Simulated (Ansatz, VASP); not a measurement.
# Two plane-wave programs on Al5GaP6

```xyz
12
Lattice="3.8951 0.0000 0.0000 0.0000 3.8951 0.0000 0.0000 0.0000 16.4908" Properties=species:S:1:pos:R:3 pbc="T T T"
Al    1.9475    1.9475   13.7428
Al    0.0000    0.0000   10.9945
Al    1.9475    1.9475    8.2454
Al    0.0000    0.0000    5.4964
Al    1.9475    1.9475    2.7480
Ga    0.0000    0.0000    0.0000
P     1.9475    0.0000   12.3691
P     0.0000    1.9475    9.6198
P     1.9475    0.0000    6.8710
P     0.0000    1.9475    4.1218
P     1.9475    0.0000    1.3800
P     0.0000    1.9475   15.1108
```

Alike in both runs: functional PBE; k mesh 6 × 6 × 1; occupations gaussian, width 0.1 eV; no spin polarisation.

Ansatz relaxed the structure, and its values are those at the end. VASP's run is a single point on that final structure, the one shown.

|  | VASP | Ansatz |
| --- | --- | --- |
| version | VASP 6.6.1 | Ansatz 0.2.0 |
| potentials or method | VASP PAW PBE potentials, release 64 (Al, Ga_d, P), cutoff 520 eV | scalar-relativistic, plane waves, PAW |
| valence electrons in the cell | 58 | 58 |

|  | VASP | Ansatz | Ansatz less VASP |
| --- | --- | --- | --- |
| gap on the k mesh at the Fermi level (eV) | 1.62 | 1.62 | +0.002 |
| least direct gap on the mesh (eV) | 1.62 | 1.62 | +0.002 |
| pressure (GPa) | 0.1 | 0.1 | +0.08 |

With one functional, cell and mesh, what is left measures potentials, basis and numerics.
